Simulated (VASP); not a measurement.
A run of VASP 6.6.1 is set up as follows.

File INCAR:

```
SYSTEM = MgO
PREC = Accurate
ENCUT = 600
EDIFF = 1E-6
ISMEAR = -1
SIGMA = 0.05
LREAL = .False.
LASPH = .True.
NELM = 80
ALGO = Normal
ISIF = 3
LWAVE = .False.
LCHARG = .False.
GGA = B5
ALDAX = 1.0
AGGAX = 1.0
AGGAC = 1.0
ALDAC = 0.0
IVDW = 13
VDW_S6 = 1.0
VDW_S8 = 2.34076671
VDW_A1 = 0.44488865
VDW_A2 = 4.0933009
IBRION = 2
NSW = 80
EDIFFG = -0.01
```

Contents of KPOINTS:

```
regular mesh
0
Gamma
  11 11 11
  0 0 0
```

Contents of POSCAR:

```
MgO
1.0
    0.0000000000      2.0970013927      2.0970013927
    2.0970013927      0.0000000000      2.0970013927
    2.0970013927      2.0970013927      0.0000000000
Mg O
1 1
Direct
    0.0000000000      0.0000000000      0.0000000000
    0.5000000000      0.5000000000      0.5000000000
```

Potentials or basis: VASP PAW PBE potentials, release 64 (Mg, O).

Launch:

```sh
$ cat potpaw_PBE.64/Mg/POTCAR potpaw_PBE.64/O/POTCAR > POTCAR
$ mpirun -np 1 vasp_std > vasp.out
```

**Question.** What does it give for the dispersion energy per atom?

**Answer.** -0.312 eV.

**Question.** What does it give for the band gap on the k mesh?

**Answer.** 5.01 eV, direct.

Step by step:
```csv
step,energy change (eV),largest force (eV/Å),pressure (GPa),volume (Å³)
1,0.0000,0.0000,2.14,18.44
2,-0.0015,0.0000,-0.70,18.77
3,-0.0017,0.0000,-0.02,18.69
```

Caveat: the PAW data sets were made with another functional, which shifts forces and pressure a little.
